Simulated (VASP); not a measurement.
# PbO (P4mm) in VASP: a series of runs

The runs below take PbO through single point, with LDA.

Program: VASP 6.6.1. These are calculated values, not measurements. Logs are shortened: lines on timing, memory, paths and dates and some standing lists are left out, and cuts for length are marked.

## (1) The cell of the first run

It takes space group P4mm (No. 99, tetragonal). Conventional cell: a = 3.974 Å, b = 3.974 Å, c = 5.022 Å, α = 90.00°, β = 90.00°, γ = 90.00°. Pb (site symmetry 4mm) has 4 O at 2.27 Å within 3.0 Å. Pb (site symmetry 4mm) has 4 O at 2.35 Å within 3.1 Å. Within 3.0 Å of O (site symmetry 2mm) lie 4 Pb at 2.27 to 2.35 Å and 4 O at 2.81 Å.

## (2) Single point, LDA (all O atoms moved +0.075 Å, as atom 3 along Cartesian [0 0 1])

INCAR reads:

```
SYSTEM = PbO
ALGO     = Normal         ! electronic algorithm
EDIFF    = 1E-7           ! SCF threshold, eV
ENCUT    = 520            ! plane-wave cutoff, eV
GGA      = CA             ! functional
ISIF     = 2              ! what is computed and relaxed
ISMEAR   = 0              ! smearing method
LASPH    = .True.         ! aspherical terms in the spheres
LCHARG   = .True.         ! write CHGCAR
LELF     = .True.         ! ELF
LREAL    = .False.        ! projectors in reciprocal space
LVHAR    = .True.       
LWAVE    = .False.        ! write WAVECAR
NBANDS   = 28             ! bands
NELM     = 100            ! most SCF steps
PREC     = Accurate       ! precision mode
SIGMA    = 0.05           ! smearing width, eV
```

KPOINTS reads:

```
k-points
0
Gamma
  8 8 6
  0 0 0
```

POSCAR reads:

```
PbO
1.0
    3.9744000000      0.0000000000      0.0000000000
    0.0000000000      3.9744000000      0.0000000000
    0.0000000000      0.0000000000      5.0220000000
Pb O
2 2
Direct
    0.0000000000      0.5000000000      0.2351000000
    0.5000000000      0.0000000000      0.7649000000
    0.0000000000      0.0000000000      0.0149342891
    0.5000000000      0.5000000000      0.0149342891
```

Potentials or basis: VASP PAW LDA potentials, release 64 (Pb_d, O).

Command:

```sh
$ cat potpaw_LDA.64/Pb_d/POTCAR potpaw_LDA.64/O/POTCAR > POTCAR
$ mpirun -np 1 vasp_std > vasp.out
```

OUTCAR:

```text
SYSTEM = PbO
   EDIFF = 1E-7
   ENCUT = 520
   GGA = CA
   ISIF = 2
   ISMEAR = 0
   LASPH = .True.
   LREAL = .False.
   NELM = 100
   PREC = Accurate

 ion  position               nearest neighbor table
   1  0.000  0.500  0.235-   3 2.27   4 2.27   3 2.27   4 2.27   2 3.67   2 3.67   2 3.67   2 3.67
                             2 3.87   2 3.87   2 3.87   2 3.87
   2  0.500  0.000  0.765-   3 2.35   4 2.35   4 2.35   3 2.35   1 3.67   1 3.67   1 3.67   1 3.67
                             1 3.87   1 3.87   1 3.87   1 3.87
   3  0.000  0.000  0.015-   1 2.27   1 2.27   2 2.35   2 2.35
   4  0.500  0.500  0.015-   1 2.27   1 2.27   2 2.35   2 2.35

  LATTYP: Found a simple tetragonal cell.
 ALAT       =     3.9744000000
 C/A-ratio  =     1.2635869565

  Lattice vectors:

 A1 = (   3.9744000000,   0.0000000000,   0.0000000000)
 A2 = (   0.0000000000,   3.9744000000,   0.0000000000)
 A3 = (   0.0000000000,   0.0000000000,   5.0220000000)

Analysis of symmetry for initial positions (statically):
=====================================================================
 Subroutine PRICEL returns:
 Original cell was already a primitive cell.

 Routine SETGRP: Setting up the symmetry group for a
 simple tetragonal supercell.

 Subroutine GETGRP returns: Found  8 space group operations
 (whereof  4 operations were pure point group operations)
 out of a pool of 16 trial point group operations.

The static configuration has the point symmetry C_2v.
 The point group associated with its full space group is C_4v.

Analysis of symmetry for dynamics (positions and initial velocities):
=====================================================================
 Subroutine PRICEL returns:
 Original cell was already a primitive cell.

 Routine SETGRP: Setting up the symmetry group for a
 simple tetragonal supercell.

 Subroutine GETGRP returns: Found  8 space group operations
 (whereof  4 operations were pure point group operations)
 out of a pool of 16 trial point group operations.

The dynamic configuration has the point symmetry C_2v.
 The point group associated with its full space group is C_4v.

 Subroutine INISYM returns: Found  8 space group operations
 (whereof  4 operations are pure point group operations),
 and found     1 'primitive' translations

----------------------------------------------------------------------------------------

                                     Primitive cell

[... 88 lines left out ...]
   ISPIN  =      1    spin polarized calculation?
   LNONCOLLINEAR =      F non collinear calculations
   LSORBIT =      F    spin-orbit coupling
   LASPH  =      T    aspherical Exc in radial PAW
   ENCUT  =  520.0 eV  38.22 Ry    6.18 a.u.   7.39  7.39  9.34*2*pi/ulx,y,z
   NELM   =    100;   NELMIN=  2; NELMDL= -5     # of ELM steps
   EDIFF  = 0.1E-06   stopping-criterion for ELM
   LREAL  =      F    real-space projection
   EDIFFG = 0.1E-05   stopping-criterion for IOM
   NSW    =      0    number of steps for IOM
   IBRION =     -1    ionic relax: 0-MD 1-quasi-New 2-CG
   NFREE  =      0    steps in history (QN), initial steepest desc. (CG)
   ISIF   =      2    stress and relaxation
   ISYM   =      2    0-nonsym 1-usesym 2-fastsym
   POTIM  = 0.5000    time-step for ionic-motion
   TEBEG  =    0.0;   TEEND  =   0.0 temperature during run
   PSTRESS=    0.0 pullay stress
   NELECT =      40.0000    total number of electrons
   NUPDOWN=      -1.0000    fix difference up-down
   EMIN   =  10.00;   EMAX   =-10.00  energy-range for DOS
   EFERMI =   0.00;   METHOD = LEGACY
   ISMEAR =     0;   SIGMA  =   0.05  broadening in eV -4-tet -1-fermi 0-gaus
   EFERMI_NEDOS =   21; number of points for ismear=-14 and -15
   IALGO  =     38    algorithm
   IMIX   =      4    mixing-type and parameters
     AMIX     =   0.40;   BMIX     =  1.00
     AMIX_MAG =   1.60;   BMIX_MAG =  1.00
  volume/ion in A,a.u.               =      19.83       133.83
  Fermi-wavevector in a.u.,A,eV,Ry     =   1.303031  2.462372 23.101207  1.697891
  Thomas-Fermi vector in A             =   2.434060
   LORBIT       =      0    0 simple, 1 ext, 2 COOP (PROOUT), +10 PAW based schemes
   GGA     = CA    functional components
   LHFCALC =     F    Hartree Fock is set to
   AEXX    =    0.0000 exact exchange contribution
   IVDW    =     0    specifies the selected vdW correction
   LEPSILON=     F    determine dielectric tensor
   LRPA    =     F    only Hartree local field effects (RPA)
 non-spin polarized calculation
 Gauss-broadening in eV      SIGMA  =   0.05
  energy-cutoff  :      520.00
  volume of cell :       79.33
 maximum number of plane-waves:      2171
 NGX is ok and might be reduce to    30
   NGX = 15   NGY = 15   NGZ = 19

 number of electron      39.9999998 magnetization

 Free energy of the ion-electron system (eV)
  ---------------------------------------------------
  ext. energy  EPLUGINS =         0.00000000
  ---------------------------------------------------
  free energy    TOTEN  =       -24.34652347 eV

  energy without entropy =      -24.34652347  energy(sigma->0) =      -24.34652347

 E-fermi :   5.0643     XC(G=0): -10.3003

 val. band max:        4.8531163990   @ k =   0.1250   0.0000   0.0000
 cond. band min:       6.0204717505   @ k =   0.5000   0.5000   0.0000
 fundamental gap:      1.1673553515
 Fermi energy:         5.0643197479

 k-point     1 :       0.0000    0.0000    0.0000
  band No.  band energies     occupation
      1     -13.3766      2.00000
      2     -12.8603      2.00000
      3     -11.1452      2.00000
      4     -11.1452      2.00000
      5     -11.0918      2.00000
      6     -11.0580      2.00000
[... 733 lines left out ...]
     27      14.1657      0.00000
     28      14.1932      0.00000

 [... further k-points ...]
[... 5 lines left out ...]
  --------------------------------------------------------------------------------------
  -------------------------------------------------------------------------------------
  Total       -0.7516448     -0.7516448     -0.6919187      0.0000000      0.0000000      0.0000000
  in kB      -15.1811046    -15.1811046    -13.9748071      0.0000000      0.0000000      0.0000000
  external PRESSURE =     -14.7790054 kB  Pullay stress =       0.0000000 kB

 VOLUME and BASIS-vectors are now :
 -----------------------------------------------------------------------------
  energy-cutoff  :      520.00
  volume of cell :       79.33
      direct lattice vectors                 reciprocal lattice vectors
     3.974400000  0.000000000  0.000000000     0.251610306  0.000000000  0.000000000
     0.000000000  3.974400000  0.000000000     0.000000000  0.251610306  0.000000000
     0.000000000  0.000000000  5.022000000     0.000000000  0.000000000  0.199123855

 POSITION                                       TOTAL-FORCE (eV/Angst)
 -----------------------------------------------------------------------------------
      0.00000      1.98720      1.18067         0.000000      0.000000      0.572324
      1.98720      0.00000      3.84133         0.000000      0.000000      0.679099
      0.00000      0.00000      0.07500         0.000000      0.000000     -0.625712
      1.98720      1.98720      0.07500         0.000000      0.000000     -0.625712
 -----------------------------------------------------------------------------------
    total drift:                                0.000000     -0.000000      0.000251

  FREE ENERGIE OF THE ION-ELECTRON SYSTEM (eV)
  ---------------------------------------------------
  free  energy   TOTEN  =       -24.3465234684 eV

  energy  without entropy=      -24.3465234684  energy(sigma->0) =      -24.34652347
```

stdout:

```text
POSCAR found type information on POSCAR PbO
 POSCAR found :  2 types and       4 ions
 scaLAPACK will be used
 LDA part: xc-table for (Slater(with rela. corr.)+CA(PZ))
 , standard interpolation
 POSCAR, INCAR and KPOINTS ok, starting setup
 FFT: planning ... GRIDC
 FFT: planning ... GRID_SOFT
 FFT: planning ... GRID
 WAVECAR not read
 entering main loop
```

Wall time 72 s (1 thread of AMD EPYC 9R45 (Zen 5), shared host); peak memory 0.2 GiB.

What came out:

```
Free energy            : -24.3465 eV
Pressure               : -1.5 GPa
Largest force          : 0.679 eV/Å
Band gap on the k mesh : 1.17 eV, indirect (least direct gap 2.21 eV)
```

Forces on the atoms (eV/Å):
```
Pb   0.000  0.000  0.572
Pb   0.000  0.000  0.679
O    0.000  0.000 -0.626
O    0.000  0.000 -0.626
```

Levels at points of the mesh, in eV from the valence-band top:
| k point | band 17 | band 18 | band 19 | band 20 | band 21 | band 22 | band 23 | band 24 |
| --- | --- | --- | --- | --- | --- | --- | --- | --- |
| (0.00, 0.00, 0.00) | -1.74 | -1.73 | -1.73 | -0.03 | 2.31 | 5.28 | 5.52 | 5.52 |
| (0.50, 0.00, 0.00) | -3.21 | -2.98 | -1.79 | -1.55 | 3.22 | 3.42 | 6.30 | 6.35 |
| (0.50, 0.50, 0.00) | -1.86 | -1.42 | -1.12 | -1.04 | 1.17 | 1.17 | 4.98 | 5.38 |
| (0.00, 0.00, 0.50) | -1.78 | -1.75 | -1.75 | -0.95 | 1.78 | 3.94 | 3.94 | 4.21 |
| (0.50, 0.00, 0.50) | -3.19 | -2.94 | -1.19 | -0.79 | 2.88 | 3.14 | 5.98 | 6.59 |
| (0.50, 0.50, 0.50) | -2.46 | -2.00 | -1.12 | -1.04 | 3.38 | 3.38 | 4.71 | 4.71 |

Caveat: the cell differs from its parent crystal (all O atoms moved +0.075 Å, as atom 3 along Cartesian [0 0 1]); spin-orbit coupling is left out, which moves the levels of the heavy elements.

## (3) Single point, LDA (all O atoms moved +0.025 Å, as atom 3 along Cartesian [0 0 1])

INCAR reads:

```
PREC = Accurate ; ENCUT = 520
EDIFF = 1E-6 ; ISMEAR = 0
SIGMA = 0.05 ; LREAL = False
LASPH = True ; NELM = 100
ALGO = Normal ; ISIF = 2
LWAVE = False ; LCHARG = False
GGA = CA ; NBANDS = 28
```

KPOINTS reads:

```
Automatic mesh
0
Gamma
  8 8 6
```

POSCAR: that of step 2 with these lines changed.

```diff
@@ -10,3 +10,3 @@
     0.5000000000      0.0000000000      0.7649000000
-    0.0000000000      0.0000000000      0.0149342891
-    0.5000000000      0.5000000000      0.0149342891
+    0.0000000000      0.0000000000      0.0049780964
+    0.5000000000      0.5000000000      0.0049780964
```

Potentials or basis: VASP PAW LDA potentials, release 64 (Pb_d, O).

Command:

```sh
$ cat potpaw_LDA.64/Pb_d/POTCAR potpaw_LDA.64/O/POTCAR > POTCAR
$ mpirun -np 1 vasp_std > vasp.out
```

OUTCAR:

```text
PREC = Accurate
   ENCUT = 520
   EDIFF = 1E-6
   ISMEAR = 0
   LREAL = False
   LASPH = True
   NELM = 100
   ISIF = 2
   GGA = CA

 ion  position               nearest neighbor table
   1  0.000  0.500  0.235-   3 2.30   4 2.30   3 2.30   4 2.30   2 3.67   2 3.67   2 3.67   2 3.67
                             2 3.87   2 3.87   2 3.87   2 3.87
   2  0.500  0.000  0.765-   3 2.32   4 2.32   4 2.32   3 2.32   1 3.67   1 3.67   1 3.67   1 3.67
                             1 3.87   1 3.87   1 3.87   1 3.87
   3  0.000  0.000  0.005-   1 2.30   1 2.30   2 2.32   2 2.32
   4  0.500  0.500  0.005-   1 2.30   1 2.30   2 2.32   2 2.32

  LATTYP: Found a simple tetragonal cell.
 ALAT       =     3.9744000000
 C/A-ratio  =     1.2635869565

  Lattice vectors:

 A1 = (   3.9744000000,   0.0000000000,   0.0000000000)
 A2 = (   0.0000000000,   3.9744000000,   0.0000000000)
 A3 = (   0.0000000000,   0.0000000000,   5.0220000000)

Analysis of symmetry for initial positions (statically):
=====================================================================
 Subroutine PRICEL returns:
 Original cell was already a primitive cell.

 Routine SETGRP: Setting up the symmetry group for a
 simple tetragonal supercell.

 Subroutine GETGRP returns: Found  8 space group operations
 (whereof  4 operations were pure point group operations)
 out of a pool of 16 trial point group operations.

The static configuration has the point symmetry C_2v.
 The point group associated with its full space group is C_4v.

Analysis of symmetry for dynamics (positions and initial velocities):
=====================================================================
 Subroutine PRICEL returns:
 Original cell was already a primitive cell.

 Routine SETGRP: Setting up the symmetry group for a
[... 126 lines left out ...]
   ISMEAR =     0;   SIGMA  =   0.05  broadening in eV -4-tet -1-fermi 0-gaus
   EFERMI_NEDOS =   21; number of points for ismear=-14 and -15
   IALGO  =     38    algorithm
   IMIX   =      4    mixing-type and parameters
     AMIX     =   0.40;   BMIX     =  1.00
     AMIX_MAG =   1.60;   BMIX_MAG =  1.00
  volume/ion in A,a.u.               =      19.83       133.83
  Fermi-wavevector in a.u.,A,eV,Ry     =   1.303031  2.462372 23.101207  1.697891
  Thomas-Fermi vector in A             =   2.434060
   LORBIT       =      0    0 simple, 1 ext, 2 COOP (PROOUT), +10 PAW based schemes
   GGA     = CA    functional components
   LHFCALC =     F    Hartree Fock is set to
   AEXX    =    0.0000 exact exchange contribution
   IVDW    =     0    specifies the selected vdW correction
   LEPSILON=     F    determine dielectric tensor
   LRPA    =     F    only Hartree local field effects (RPA)
 non-spin polarized calculation
 Gauss-broadening in eV      SIGMA  =   0.05
  energy-cutoff  :      520.00
  volume of cell :       79.33
 maximum number of plane-waves:      2171
 NGX is ok and might be reduce to    30
   NGX = 15   NGY = 15   NGZ = 19

 number of electron      40.0000001 magnetization

 Free energy of the ion-electron system (eV)
  ---------------------------------------------------
  ext. energy  EPLUGINS =         0.00000000
  ---------------------------------------------------
  free energy    TOTEN  =       -24.38835593 eV

  energy without entropy =      -24.38835593  energy(sigma->0) =      -24.38835593

 E-fermi :   5.1226     XC(G=0): -10.2996

 val. band max:        4.8535219915   @ k =   0.1250   0.0000   0.0000
 cond. band min:       6.0338702736   @ k =   0.5000   0.5000   0.0000
 fundamental gap:      1.1803482821
 Fermi energy:         5.1226344061

 k-point     1 :       0.0000    0.0000    0.0000
  band No.  band energies     occupation
      1     -13.3685      2.00000
      2     -12.8480      2.00000
      3     -11.1130      2.00000
      4     -11.1130      2.00000
      5     -11.0448      2.00000
      6     -11.0291      2.00000
[... 733 lines left out ...]
     27      14.1687      0.00000
     28      14.1775      0.00000

 [... further k-points ...]

------------------------ aborting loop because EDIFF is reached ----------------------------------------

  FORCE on cell =-STRESS in cart. coord.  units (eV):
  Direction    XX          YY          ZZ          XY          YZ          ZX
  --------------------------------------------------------------------------------------
  -------------------------------------------------------------------------------------
  Total       -0.8667207     -0.8667207     -0.6477023      0.0000000      0.0000000      0.0000000
  in kB      -17.5053134    -17.5053134    -13.0817591      0.0000000      0.0000000      0.0000000
  external PRESSURE =     -16.0307953 kB  Pullay stress =       0.0000000 kB

 VOLUME and BASIS-vectors are now :
 -----------------------------------------------------------------------------
  energy-cutoff  :      520.00
  volume of cell :       79.33
      direct lattice vectors                 reciprocal lattice vectors
     3.974400000  0.000000000  0.000000000     0.251610306  0.000000000  0.000000000
     0.000000000  3.974400000  0.000000000     0.000000000  0.251610306  0.000000000
     0.000000000  0.000000000  5.022000000     0.000000000  0.000000000  0.199123855

 POSITION                                       TOTAL-FORCE (eV/Angst)
 -----------------------------------------------------------------------------------
      0.00000      1.98720      1.18067         0.000000      0.000000      0.120200
      1.98720      0.00000      3.84133         0.000000      0.000000      0.299240
      0.00000      0.00000      0.02500         0.000000      0.000000     -0.209720
      1.98720      1.98720      0.02500         0.000000      0.000000     -0.209720
 -----------------------------------------------------------------------------------
    total drift:                                0.000000      0.000000      0.000191

  FREE ENERGIE OF THE ION-ELECTRON SYSTEM (eV)
  ---------------------------------------------------
  free  energy   TOTEN  =       -24.3883559323 eV

  energy  without entropy=      -24.3883559323  energy(sigma->0) =      -24.38835593
```

stdout:

```text
POSCAR found type information on POSCAR PbO
 POSCAR found :  2 types and       4 ions
 scaLAPACK will be used
 LDA part: xc-table for (Slater(with rela. corr.)+CA(PZ))
 , standard interpolation
 POSCAR, INCAR and KPOINTS ok, starting setup
 FFT: planning ... GRIDC
 FFT: planning ... GRID_SOFT
 FFT: planning ... GRID
 WAVECAR not read
 entering main loop
```

Wall time 62 s (1 thread of AMD EPYC 9R45 (Zen 5), shared host); peak memory 0.2 GiB.

What came out:

| Quantity | Value |
| --- | --- |
| Free energy | -24.3884 eV |
| Pressure | -1.6 GPa |
| Largest force | 0.299 eV/Å |
| Band gap on the k mesh | 1.18 eV, indirect (least direct gap 2.22 eV) |

Forces on the atoms (eV/Å):
```
Pb   0.000  0.000  0.120
Pb   0.000  0.000  0.299
O    0.000  0.000 -0.210
O    0.000  0.000 -0.210
```

Stress tensor (GPa, compression positive):
```
-1.75  0.00  0.00
 0.00 -1.75  0.00
 0.00  0.00 -1.31
```

Caveat: the cell differs from its parent crystal (all O atoms moved +0.025 Å, as atom 3 along Cartesian [0 0 1]); spin-orbit coupling is left out, which moves the levels of the heavy elements.
